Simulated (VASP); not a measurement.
A run of VASP 6.6.1:

Contents of INCAR:

```
SYSTEM = ZnSe2
PREC     = Accurate       ! precision mode
ENCUT    = 500            ! plane-wave cutoff, eV
EDIFF    = 1E-6           ! SCF threshold, eV
ISMEAR   = 0              ! smearing method
SIGMA    = 0.02           ! smearing width, eV
LREAL    = .False.        ! projectors in reciprocal space
LASPH    = .True.         ! aspherical terms in the spheres
NELM     = 120            ! most SCF steps
ALGO     = Normal         ! electronic algorithm
ISIF     = 2              ! what is computed and relaxed
LWAVE    = .False.        ! write WAVECAR
LCHARG   = .False.        ! write CHGCAR
GGA      = PS             ! functional
NBANDS   = 60             ! bands
GGA_COMPAT= .False.
```

Contents of KPOINTS:

```
regular mesh
0
Gamma
  6 6 6
  0 0 0
```

POSCAR

```
ZnSe2
1.0
    5.8607883076      0.0000000000      0.0000000000
    0.0000000000      5.8607883076      0.0000000000
    0.0000000000      0.0000000000      5.8607883076
Zn Se
4 8
Direct
    0.5000000000      0.5000000000      0.0000000000
    0.5000000000      0.0000000000      0.5000000000
    0.0000000000      0.5000000000      0.5000000000
    0.0000000000      0.0000000000      0.0000000000
    0.1142334174      0.8857665826      0.3857665826
    0.8857665826      0.3857665826      0.1142334174
    0.3857665826      0.1142334174      0.8857665826
    0.6142334174      0.6142334174      0.6142334174
    0.8857665826      0.1142334174      0.6142334174
    0.1142334174      0.6142334174      0.8857665826
    0.6142334174      0.8857665826      0.1142334174
    0.3857665826      0.3857665826      0.3857665826
```

Potentials or basis: VASP PAW PBE potentials, release 64 (Zn, Se).

The run is started by

```sh
$ cat potpaw_PBE.64/Zn/POTCAR potpaw_PBE.64/Se/POTCAR > POTCAR
$ mpirun -np 1 vasp_std > vasp.out
```

Hardware: 1 thread of Intel(R) Xeon(R) Platinum 8259CL CPU @ 2.50GHz (Skylake/Cascade Lake) (shared host).

**Question.** Estimate the wall time of this run.

**Answer.** Run time: 9.6 min on 1 thread of Intel(R) Xeon(R) Platinum 8259CL CPU @ 2.50GHz (Skylake/Cascade Lake), with other jobs on the host, peak memory 0.42 GiB. Counts: scf iterations 14, k points 24.
